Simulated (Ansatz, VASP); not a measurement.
SiO2: VASP beside Ansatz

The input INCAR:

```
SYSTEM = SiO2
  ALGO = Normal
  EDIFF = 1E-6
  ENCUT = 520
  GGA = PE
  ISIF = 2
  ISMEAR = 0
  LASPH = .True.
  LCHARG = .False.
  LREAL = .False.
  LWAVE = .False.
  NBANDS = 25
  NELM = 100
  PREC = Accurate
  SIGMA = 0.05
```

The input KPOINTS:

```
k-points
0
Gamma
  6 6 8
  0 0 0
```

The input POSCAR:

```
SiO2
1.0
    4.2361165246      0.0000000000      0.0000000000
    0.0000000000      4.2361165246      0.0000000000
    0.0000000000      0.0000000000      2.6904781099
Si O
2 4
Direct
    0.5000000000      0.5000000000      0.4814159425
    0.0000000000      0.0000000000     -0.0185840575
    0.6930152168      0.6930152168      0.0000000000
    0.1930152168      0.8069847832      0.5000000000
    0.3069847832      0.3069847832      0.0000000000
    0.8069847832      0.1930152168      0.5000000000
```

Input for Ansatz:

```yaml
crystal:
  lattice:
    - [4.2361165246, 0.0, 0.0]
    - [0.0, 4.2361165246, 0.0]
    - [0.0, 0.0, 2.6904781099]
  atoms:
    - { symbol: Si, position: [0.5, 0.5, 0.4814159425] }
    - { symbol: Si, position: [0.0, 0.0, -0.0185840575] }
    - { symbol: O, position: [0.6930152168, 0.6930152168, 0.0] }
    - { symbol: O, position: [0.1930152168, 0.8069847832, 0.5] }
    - { symbol: O, position: [0.3069847832, 0.3069847832, 0.0] }
    - { symbol: O, position: [0.8069847832, 0.1930152168, 0.5] }
basis:
  ecutwfc: 420
kpoints:
  mp_grid: { grid: [6, 6, 8] }
hamiltonian:
  xc: pbe
scf:
  occupations: { method: gaussian, width: 0.05 }
output:
  forces: true
  stress: true
  eigenvalues: true
```

Change from the starting cell: all Si atoms moved +0.050 Å, as atom 1 towards its neighbour atom 1 (Si) at 2.690 Å.

Alike in both runs: task single point; functional PBE; k mesh 6 × 6 × 8; occupations gaussian, width 0.05 eV; no spin polarisation.

|  | VASP | Ansatz |
| --- | --- | --- |
| version | VASP 6.6.1 | Ansatz 0.2.0 |
| potentials or method | VASP PAW PBE potentials, release 64 (Si, O), cutoff 520 eV | scalar-relativistic, plane waves, PAW |
| valence electrons in the cell | 32 | 32 |

```csv
,VASP,Ansatz,Ansatz less VASP
gap on the k mesh at the Fermi level (eV),5.01,5.02,+0.016
least direct gap on the mesh (eV),5.01,5.02,+0.016
pressure (GPa),0.8,0.6,-0.15
"traceless stress, the component that is largest in VASP (GPa)",0.67,0.24,-0.434
rms of the force components (eV/Å),0.454,0.446,-0.0085
```

Atom by atom the forces differ by 0.012 eV/Å (rms over components). With one functional, cell and mesh, what is left measures potentials, basis and numerics.
